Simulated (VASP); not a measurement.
A run of VASP 6.6.1:

INCAR

```
SYSTEM = Na
ALGO = Normal
EDIFF = 1E-6
ENCUT = 520
ISIF = 2
ISMEAR = 0
LASPH = .True.
LCHARG = .False.
LREAL = .False.
LWAVE = .False.
NBANDS = 10
NELM = 100
PREC = Accurate
SIGMA = 0.03
```

File KPOINTS:

```
k-points
0
Gamma
  11 11 11
  0 0 0
```

POSCAR

```
Na
1.0
   -2.0287155323      2.0287155323      2.0287155323
    2.0287155323     -2.0287155323      2.0287155323
    2.0287155323      2.0287155323     -2.0287155323
Na
1
Direct
    0.0000000000      0.0000000000      0.0000000000
```

Potentials or basis: VASP PAW LDA potentials, release 64 (Na_pv).

Command:

```console
$ cat potpaw_LDA.64/Na_pv/POTCAR > POTCAR
$ mpirun -np 1 vasp_std > vasp.out
```

Hardware: 1 thread of Intel(R) Xeon(R) Platinum 8488C (Sapphire Rapids), with other jobs on the host.

Q: How long does it take, and how much memory?

A: Run time: 7.9 s on 1 thread of Intel(R) Xeon(R) Platinum 8488C (Sapphire Rapids), on a shared host, peak memory 0.13 GiB. Counts: scf iterations 9, k points 56.
